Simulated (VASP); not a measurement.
Here is a VASP 6.6.1 calculation.

INCAR

```
SYSTEM = HfN
PREC     = Accurate       ! precision mode
ENCUT    = 520            ! plane-wave cutoff, eV
EDIFF    = 1E-6           ! SCF threshold, eV
ISMEAR   = 0              ! smearing method
SIGMA    = 0.1            ! smearing width, eV
LREAL    = .False.        ! projectors in reciprocal space
LASPH    = .True.         ! aspherical terms in the spheres
NELM     = 80             ! most SCF steps
ALGO     = Normal         ! electronic algorithm
ISIF     = 2              ! what is computed and relaxed
LWAVE    = .False.        ! write WAVECAR
LCHARG   = .False.        ! write CHGCAR
GGA      = PE             ! functional
NBANDS   = 14             ! bands
```

KPOINTS

```
Automatic mesh
0
Gamma
  18 18 18
  0 0 0
```

POSCAR

```
HfN
1.0
    0.0000000000      2.3041800000      2.2590000000
    2.2138200000      0.0000000000      2.2590000000
    2.2138200000      2.3041800000      0.0000000000
Hf N
1 1
Direct
    0.0000000000      0.0000000000      0.0000000000
    0.5000000000      0.5000000000      0.5000000000
```

Potentials or basis: VASP PAW PBE potentials, release 64 (Hf_pv, N).

Run with:

```console
$ cat potpaw_PBE.64/Hf_pv/POTCAR potpaw_PBE.64/N/POTCAR > POTCAR
$ mpirun -np 1 vasp_std > vasp.out
```

(1) Estimate the pressure.

## Answers

(1) 3.9 GPa.

Caveat: the cell differs from its parent crystal (strain -0.0200 x Voigt [1, -1, 0, 0, 0, 0]).
